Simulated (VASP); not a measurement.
A run of VASP 6.6.1:

INCAR

```
SYSTEM = Si
ALGO = Normal ; EDIFF = 1E-6
ENCUT = 520 ; GGA = RP
ISIF = 2 ; ISMEAR = -1
LASPH = .True. ; LCHARG = .False.
LREAL = .False. ; LWAVE = .False.
NBANDS = 8 ; NELM = 80
PREC = Accurate ; SIGMA = 0.1
```

File KPOINTS:

```
k-points
0
Gamma
  16 16 16
  0 0 0
```

The input POSCAR:

```
Si
1.0
   -1.5669276497      1.5669276497      1.5669276497
    1.5669276497     -1.5669276497      1.5669276497
    1.5669276497      1.5669276497     -1.5669276497
Si
1
Direct
    0.0000000000      0.0000000000      0.0000000000
```

Potentials or basis: VASP PAW PBE potentials, release 64 (Si).

Run with:

```bash
$ cat potpaw_PBE.64/Si/POTCAR > POTCAR
$ mpirun -np 1 vasp_std > vasp.out
```

Hardware: 1 thread of Intel(R) Xeon(R) 6975P-C (Granite Rapids), on a shared host.

Task: Estimate the wall time of this run.

Result: Wall time 4.3 s on 1 thread of Intel(R) Xeon(R) 6975P-C (Granite Rapids), with other jobs on the host, peak memory 0.12 GiB. Counts: scf iterations 9, k points 145.
